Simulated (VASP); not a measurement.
A run of VASP 6.6.1 is set up as follows.

The input INCAR:

```
SYSTEM = Rh
PREC = Accurate
ENCUT = 520
EDIFF = 1E-7
ISMEAR = -1
SIGMA = 0.1
LREAL = .FALSE.
LASPH = .TRUE.
NELM = 80
ALGO = Normal
ISIF = 2
LWAVE = .FALSE.
LCHARG = .FALSE.
GGA = PS
NBANDS = 22
```

KPOINTS

```
Automatic mesh
0
G
  14 14 13
  0 0 0
```

File POSCAR:

```
Rh
1.0
   -2.6443099811      3.0409271091      1.2936254506
    3.0409271091     -2.6443099811      1.2936254506
    1.8493711778      1.8493711778     -0.5672204542
Rh
2
Direct
    0.0101624413      0.9898375587      1.0000000000
    0.7398375587      0.2601624413      0.5000000000
```

Potentials or basis: VASP PAW PBE potentials, release 64 (Rh_pv).

The run is started by

```bash
$ cat potpaw_PBE.64/Rh_pv/POTCAR > POTCAR
$ mpirun -np 1 vasp_std > vasp.out
```

(1) Estimate the largest force.

(2) What does it give for the pressure?

(3) What does it give for the band gap on the k mesh?

Results:

(1) 0.026 eV/Å.

(2) -0.3 GPa.

(3) zero (bands 15 and 16 overlap by 2.06 eV).

Caveat: the PAW data sets were made with another functional, which shifts forces and pressure a little.
